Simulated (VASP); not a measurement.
Input of a VASP 6.6.1 run:

Contents of POSCAR:

```
Sn
1.0
   -1.7492592239      1.7989121400      2.3691131866
    1.7492592239     -1.7989121400      2.3691131866
    1.7492592239      1.7989121400     -2.3691131866
Sn
1
Direct
    0.0000000000      0.0000000000      0.0000000000
```

Contents of INCAR.step1:

```
SYSTEM = Sn
ALGO = Normal ; EDIFF = 1E-5
ENCUT = 520 ; GGA = PE
ISIF = 2 ; ISMEAR = -1
LASPH = .True. ; LREAL = .False.
LWAVE = .True. ; NBANDS = 13
NELM = 100 ; PREC = Accurate
SIGMA = 0.05
```

INCAR.step2

```
SYSTEM = Sn
AEXX = 0.25 ; ALGO = Normal
EDIFF = 1E-7 ; ENCUT = 520
GGA = PE ; ISIF = 2
ISMEAR = -1 ; ISTART = 1
LASPH = .True. ; LCHARG = .True.
LELF = .True. ; LHFCALC = .True.
LREAL = .False. ; LVHAR = .True.
LWAVE = .False. ; NBANDS = 13
NELM = 100 ; PREC = Accurate
PRECFOCK = Normal ; SIGMA = 0.05
```

The input KPOINTS:

```
k-points
0
Gamma
  6 6 6
  0 0 0
```

Potentials or basis: VASP PAW PBE potentials, release 64 (Sn_d).

Run with:

```console
$ cat potpaw_PBE.64/Sn_d/POTCAR > POTCAR
$ cp INCAR.step1 INCAR
$ mpirun -np 1 vasp_std > vasp.out
$ cp INCAR.step2 INCAR
$ mpirun -np 1 vasp_std > vasp.out
```

(1) Estimate the pressure.

(2) What does it give for the band gap on the k mesh?

## Answers

(1) -3.0 GPa.

(2) zero (bands 7 and 8 overlap by 10.33 eV).

Caveat: the k points lie up to 0.37 Å⁻¹ apart, too coarse for converged energies and pressures of a metal; the PAW data sets were made with another functional, which shifts forces and pressure a little; spin-orbit coupling is left out, which moves the levels of the heavy elements.
